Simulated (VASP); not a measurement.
# Co (Fd-3m) in VASP: single point with LDA

Aim: the single point of Co with LDA.

Everything below comes from runs of VASP 6.6.1. Logs are shortened: lines on timing, memory, paths and dates and some standing lists are left out, and cuts for length are marked.

## Step 1: The cell of the first run

The structure is cubic, space group Fd-3m (No. 227). Conventional cell: a = 4.797 Å, b = 4.797 Å, c = 4.797 Å, α = 90.00°, β = 90.00°, γ = 90.00°. Co (site symmetry -43m) has 4 Co at 2.08 Å within 2.8 Å.

## Step 2: Single point, LDA

INCAR

```
SYSTEM = Co
PREC = Accurate
ENCUT = 520
EDIFF = 1E-7
ISMEAR = -1
SIGMA = 0.13605693000000002
LREAL = .False.
LASPH = .True.
NELM = 100
ALGO = Normal
ISIF = 2
LWAVE = .False.
LCHARG = .False.
GGA = CA
NBANDS = 16
```

KPOINTS

```
regular mesh
0
Gamma
  10 10 10
  0 0 0
```

POSCAR

```
Co
1.0
    0.0000000000      2.3984364816      2.3984364816
    2.3984364816      0.0000000000      2.3984364816
    2.3984364816      2.3984364816      0.0000000000
Co
2
Direct
    0.0000000000      0.0000000000      0.0000000000
    0.2500000000      0.2500000000      0.2500000000
```

Potentials or basis: VASP PAW LDA potentials, release 64 (Co).

Launch:

```bash
$ cat potpaw_LDA.64/Co/POTCAR > POTCAR
$ mpirun -np 1 vasp_std > vasp.out
```

OUTCAR:

```text
SYSTEM = Co
   PREC = Accurate
   ENCUT = 520
   EDIFF = 1E-7
   ISMEAR = -1
   LREAL = .False.
   LASPH = .True.
   NELM = 100
   ISIF = 2
   GGA = CA

 ion  position               nearest neighbor table
   1  0.000  0.000  0.000-   2 2.08   2 2.08   2 2.08   2 2.08
   2  0.250  0.250  0.250-   1 2.08   1 2.08   1 2.08   1 2.08

  LATTYP: Found a face centered cubic cell.
 ALAT       =     4.7968729632

  Lattice vectors:

 A1 = (   0.0000000000,   2.3984364816,   2.3984364816)
 A2 = (   2.3984364816,   0.0000000000,   2.3984364816)
 A3 = (   2.3984364816,   2.3984364816,   0.0000000000)

Analysis of symmetry for initial positions (statically):
=====================================================================
 Subroutine PRICEL returns:
 Original cell was already a primitive cell.

 Routine SETGRP: Setting up the symmetry group for a
 face centered cubic supercell.

 Subroutine GETGRP returns: Found 48 space group operations
 (whereof 24 operations were pure point group operations)
 out of a pool of 48 trial point group operations.

The static configuration has the point symmetry T_d .
 The point group associated with its full space group is O_h .

Analysis of symmetry for dynamics (positions and initial velocities):
=====================================================================
 Subroutine PRICEL returns:
 Original cell was already a primitive cell.

 Routine SETGRP: Setting up the symmetry group for a
 face centered cubic supercell.

 Subroutine GETGRP returns: Found 48 space group operations
 (whereof 24 operations were pure point group operations)
 out of a pool of 48 trial point group operations.

The dynamic configuration has the point symmetry T_d .
 The point group associated with its full space group is O_h .

 Subroutine INISYM returns: Found 48 space group operations
 (whereof 24 operations are pure point group operations),
 and found     1 'primitive' translations

----------------------------------------------------------------------------------------

                                     Primitive cell

  volume of cell :      27.5940

  direct lattice vectors                    reciprocal lattice vectors
     0.000000000  2.398436482  2.398436482    -0.208469144  0.208469144  0.208469144
     2.398436482  0.000000000  2.398436482     0.208469144 -0.208469144  0.208469144
     2.398436482  2.398436482  0.000000000     0.208469144  0.208469144 -0.208469144

  length of vectors
     3.391901401  3.391901401  3.391901401     0.361079149  0.361079149  0.361079149

  position of ions in fractional coordinates (direct lattice)
     0.000000000  0.000000000  0.000000000
     0.250000000  0.250000000  0.250000000

  ion indices of the primitive-cell ions
   primitive index   ion index
                 1           1
                 2           2

----------------------------------------------------------------------------------------

 KPOINTS: regular mesh

Automatic generation of k-mesh.
 Grid dimensions read from file:
 generate k-points for:   10   10   10

 Generating k-lattice:

  Cartesian coordinates                     Fractional coordinates (reciprocal lattice)
    -0.020846914  0.020846914  0.020846914     0.100000000  0.000000000  0.000000000
     0.020846914 -0.020846914  0.020846914     0.000000000  0.100000000  0.000000000
     0.020846914  0.020846914 -0.020846914     0.000000000  0.000000000  0.100000000

  Length of vectors
     0.036107915  0.036107915  0.036107915

  Shift w.r.t. Gamma in fractional coordinates (k-lattice)
     0.000000000  0.000000000  0.000000000

 Subroutine IBZKPT returns following result:
 ===========================================

 Found     47 irreducible k-points:

 Following reciprocal coordinates:
            Coordinates               Weight
  0.000000  0.000000  0.000000      1.000000
  0.100000  0.000000  0.000000      8.000000
  0.200000  0.000000  0.000000      8.000000
  0.300000  0.000000  0.000000      8.000000
  0.400000  0.000000  0.000000      8.000000
  0.500000  0.000000  0.000000      4.000000
[... 16 lines left out ...]
  0.300000  0.300000  0.000000      6.000000
  0.400000  0.300000  0.000000     24.000000
 [... further k-points ...]
   k-points           NKPTS =     47   k-points in BZ     NKDIM =     47   number of bands    NBANDS=     16
   number of dos      NEDOS =    301   number of ions     NIONS =      2
   total plane-waves  NPLWV =  21952
   dimension x,y,z NGX =    28 NGY =   28 NGZ =   28
   dimension x,y,z NGXF=    56 NGYF=   56 NGZF=   56
   ions per type =               2
   NGX,Y,Z   is equivalent  to a cutoff of  13.72, 13.72, 13.72 a.u.
   NGXF,Y,Z  is equivalent  to a cutoff of  27.45, 27.45, 27.45 a.u.
 SYSTEM =  Co
   PREC   = accura    normal or accurate (medium, high low for compatibility)
   ISTART =      0    job   : 0-new  1-cont  2-samecut
   ICHARG =      2    charge: 1-file 2-atom 10-const
   ISPIN  =      1    spin polarized calculation?
   LNONCOLLINEAR =      F non collinear calculations
   LSORBIT =      F    spin-orbit coupling
   LASPH  =      T    aspherical Exc in radial PAW
   ENCUT  =  520.0 eV  38.22 Ry    6.18 a.u.   6.31  6.31  6.31*2*pi/ulx,y,z
   NELM   =    100;   NELMIN=  2; NELMDL= -5     # of ELM steps
   EDIFF  = 0.1E-06   stopping-criterion for ELM
   LREAL  =      F    real-space projection
   EDIFFG = 0.1E-05   stopping-criterion for IOM
   NSW    =      0    number of steps for IOM
   IBRION =     -1    ionic relax: 0-MD 1-quasi-New 2-CG
   NFREE  =      0    steps in history (QN), initial steepest desc. (CG)
   ISIF   =      2    stress and relaxation
   ISYM   =      2    0-nonsym 1-usesym 2-fastsym
   POTIM  = 0.5000    time-step for ionic-motion
   TEBEG  =    0.0;   TEEND  =   0.0 temperature during run
   PSTRESS=    0.0 pullay stress
   NELECT =      18.0000    total number of electrons
   NUPDOWN=      -1.0000    fix difference up-down
   EMIN   =  10.00;   EMAX   =-10.00  energy-range for DOS
   EFERMI =   0.00;   METHOD = LEGACY
   ISMEAR =    -1;   SIGMA  =   0.14  broadening in eV -4-tet -1-fermi 0-gaus
   EFERMI_NEDOS =   21; number of points for ismear=-14 and -15
   IALGO  =     38    algorithm
   IMIX   =      4    mixing-type and parameters
     AMIX     =   0.40;   BMIX     =  1.00
     AMIX_MAG =   1.60;   BMIX_MAG =  1.00
  volume/ion in A,a.u.               =      13.80        93.11
  Fermi-wavevector in a.u.,A,eV,Ry     =   1.419801  2.683035 27.427095  2.015835
  Thomas-Fermi vector in A             =   2.540783
   LORBIT       =      0    0 simple, 1 ext, 2 COOP (PROOUT), +10 PAW based schemes
   GGA     = CA    functional components
   LHFCALC =     F    Hartree Fock is set to
   AEXX    =    0.0000 exact exchange contribution
   IVDW    =     0    specifies the selected vdW correction
   LEPSILON=     F    determine dielectric tensor
   LRPA    =     F    only Hartree local field effects (RPA)
 non-spin polarized calculation
  energy-cutoff  :      520.00
  volume of cell :       27.59
 maximum number of plane-waves:       757
 NGX is ok and might be reduce to    28
   NGX = 13   NGY = 13   NGZ = 13

 number of electron      18.0000008 magnetization

 Free energy of the ion-electron system (eV)
  ---------------------------------------------------
  ext. energy  EPLUGINS =         0.00000000
  ---------------------------------------------------
  free energy    TOTEN  =       -13.68442704 eV

  energy without entropy =      -13.45485663  energy(sigma->0) =      -13.56964184

 E-fermi :   6.8978     XC(G=0): -12.0722

 val. band max:        6.8162023849   @ k =  -0.3000   0.2000   0.0000
 cond. band min:       6.9087937427   @ k =  -0.3000   0.3000   0.1000
 fundamental gap:      0.0925913578
 Fermi energy:         6.8977855923

 k-point     1 :       0.0000    0.0000    0.0000
  band No.  band energies     occupation
      1      -0.3471      2.00000
      2       3.5651      2.00000
      3       3.5651      2.00000
      4       3.7805      2.00000
      5       3.7805      2.00000
      6       3.7805      2.00000
[... 8 lines left out ...]
     15      21.1836      0.00000
     16      21.1836      0.00000

 k-point     2 :       0.1000    0.0000    0.0000
  band No.  band energies     occupation
      1      -0.1382      2.00000
      2       3.4563      2.00000
      3       3.4563      2.00000
      4       3.7921      2.00000
      5       3.9388      2.00000
      6       3.9388      2.00000
[... 8 lines left out ...]
     15      21.8508      0.00000
     16      22.5695      0.00000

 k-point     3 :       0.2000    0.0000    0.0000
  band No.  band energies     occupation
      1       0.4668      2.00000
      2       3.3742      2.00000
      3       3.3742      2.00000
      4       3.8424      2.00000
      5       4.1168      2.00000
      6       4.1168      2.00000
[... 8 lines left out ...]
     15      21.1043      0.00000
     16      23.1396      0.00000

 k-point     4 :       0.3000    0.0000    0.0000
  band No.  band energies     occupation
      1       1.3849      2.00000
      2       3.3993      2.00000
      3       3.3993      2.00000
      4       3.9400      2.00000
      5       4.1284      2.00000
      6       4.1284      2.00000
[... 8 lines left out ...]
     15      20.4484      0.00000
     16      22.1310      0.00000

 k-point     5 :       0.4000    0.0000    0.0000
  band No.  band energies     occupation
      1       2.4060      2.00000
      2       3.5291      2.00000
      3       3.5291      2.00000
      4       3.8826      2.00000
      5       3.9684      2.00000
      6       3.9684      2.00000
[... 8 lines left out ...]
     15      20.0389      0.00000
     16      21.4667      0.00000

 k-point     6 :       0.5000    0.0000    0.0000
  band No.  band energies     occupation
      1       3.0458      2.00000
      2       3.5831      2.00000
      3       3.7125      2.00000
      4       3.7125      2.00000
      5       3.7631      2.00000
      6       3.7631      2.00000
[... 8 lines left out ...]
     15      19.9022      0.00000
     16      21.2422      0.00000

 k-point     7 :       0.1000    0.1000    0.0000
  band No.  band energies     occupation
      1      -0.0681      2.00000
      2       3.2910      2.00000
      3       3.6579      2.00000
      4       3.7999      2.00000
      5       3.7999      2.00000
      6       4.0760      2.00000
[... 8 lines left out ...]
     15      20.3638      0.00000
     16      22.0884      0.00000

 k-point     8 :       0.2000    0.1000    0.0000
  band No.  band energies     occupation
      1       0.4064      2.00000
      2       3.1618      2.00000
      3       3.6283      2.00000
      4       3.8260      2.00000
      5       3.9517      2.00000
      6       4.2724      2.00000
[... 8 lines left out ...]
     15      20.4205      0.00000
     16      21.2257      0.00000

 k-point     9 :       0.3000    0.1000    0.0000
  band No.  band energies     occupation
      1       1.2232      2.00000
      2       3.1332      2.00000
      3       3.6380      2.00000
      4       3.8821      2.00000
      5       4.0140      2.00000
      6       4.3722      2.00000
[... 8 lines left out ...]
     15      19.4519      0.00000
     16      22.8068      0.00000
[... 172 lines left out ...]
 k-point    19 :       0.5000    0.2000    0.0000
  band No.  band energies     occupation
      1       2.9115      2.00000
      2       3.0598      2.00000
      3       3.6824      2.00000
      4       3.8203      2.00000
      5       4.2635      2.00000
      6       4.4308      2.00000
[... 8 lines left out ...]
     15      18.5902      0.00000
     16      24.2469      0.00000

 k-point    20 :      -0.4000    0.2000    0.0000
  band No.  band energies     occupation
      1       2.8735      2.00000
      2       3.4000      2.00000
      3       3.4697      2.00000
      4       3.7634      2.00000
      5       4.2828      2.00000
      6       4.4540      2.00000
[... 8 lines left out ...]
     15      18.8335      0.00000
     16      23.8537      0.00000

 k-point    21 :      -0.3000    0.2000    0.0000
  band No.  band energies     occupation
      1       2.4603      2.00000
      2       3.2828      2.00000
      3       3.5774      2.00000
      4       3.7089      2.00000
      5       4.1132      2.00000
      6       4.6121      2.00000
[... 8 lines left out ...]
     15      19.3140      0.00000
     16      23.4967      0.00000

 k-point    22 :      -0.2000    0.2000    0.0000
  band No.  band energies     occupation
      1       1.6665      2.00000
      2       3.1869      2.00000
      3       3.6161      2.00000
      4       3.7278      2.00000
      5       4.0593      2.00000
      6       4.5650      2.00000
[... 8 lines left out ...]
     15      20.0273      0.00000
     16      23.2766      0.00000

 k-point    23 :       0.3000    0.3000    0.0000
  band No.  band energies     occupation
      1       1.9839      2.00000
      2       2.7752      2.00000
      3       3.8494      2.00000
      4       3.8494      2.00000
      5       4.1843      2.00000
      6       4.3463      2.00000
[... 8 lines left out ...]
     15      18.2704      0.00000
     16      18.6592      0.00000

 k-point    24 :       0.4000    0.3000    0.0000
  band No.  band energies     occupation
      1       2.6694      2.00000
      2       2.7621      2.00000
      3       3.8317      2.00000
      4       3.8417      2.00000
      5       4.0957      2.00000
      6       4.5396      2.00000
[... 8 lines left out ...]
     15      18.2525      0.00000
     16      19.4301      0.00000

 [... further k-points ...]
[... 5 lines left out ...]
  --------------------------------------------------------------------------------------
  -------------------------------------------------------------------------------------
  Total       -0.2765611     -0.2765611     -0.2765611      0.0000000      0.0000000      0.0000000
  in kB      -16.0578369    -16.0578369    -16.0578369      0.0000000      0.0000000      0.0000000
  external PRESSURE =     -16.0578369 kB  Pullay stress =       0.0000000 kB

 VOLUME and BASIS-vectors are now :
 -----------------------------------------------------------------------------
  energy-cutoff  :      520.00
  volume of cell :       27.59
      direct lattice vectors                 reciprocal lattice vectors
     0.000000000  2.398436482  2.398436482    -0.208469144  0.208469144  0.208469144
     2.398436482  0.000000000  2.398436482     0.208469144 -0.208469144  0.208469144
     2.398436482  2.398436482  0.000000000     0.208469144  0.208469144 -0.208469144

 POSITION                                       TOTAL-FORCE (eV/Angst)
 -----------------------------------------------------------------------------------
      0.00000      0.00000      0.00000         0.000000     -0.000000     -0.000000
      1.19922      1.19922      1.19922        -0.000000      0.000000      0.000000
 -----------------------------------------------------------------------------------
    total drift:                                0.000000      0.000000      0.000000

  FREE ENERGIE OF THE ION-ELECTRON SYSTEM (eV)
  ---------------------------------------------------
  free  energy   TOTEN  =       -13.6844270448 eV

  energy  without entropy=      -13.4548566325  energy(sigma->0) =      -13.56964184
```

Wall time 24 s (1 thread of Intel Xeon 6975P-C, shared host); peak memory 0.15 GiB.

Results:

* Free energy: -13.6844 eV
* Pressure: -1.6 GPa
* Band gap on the k mesh: zero (band 9 reaches 7.43 eV, above the bottom of band 10 at 6.53 eV)

Caveat: the run has no spin polarisation, though such a crystal can be magnetic. Spin polarisation is off, so any magnetic state and its effect on volume and gap are missing.
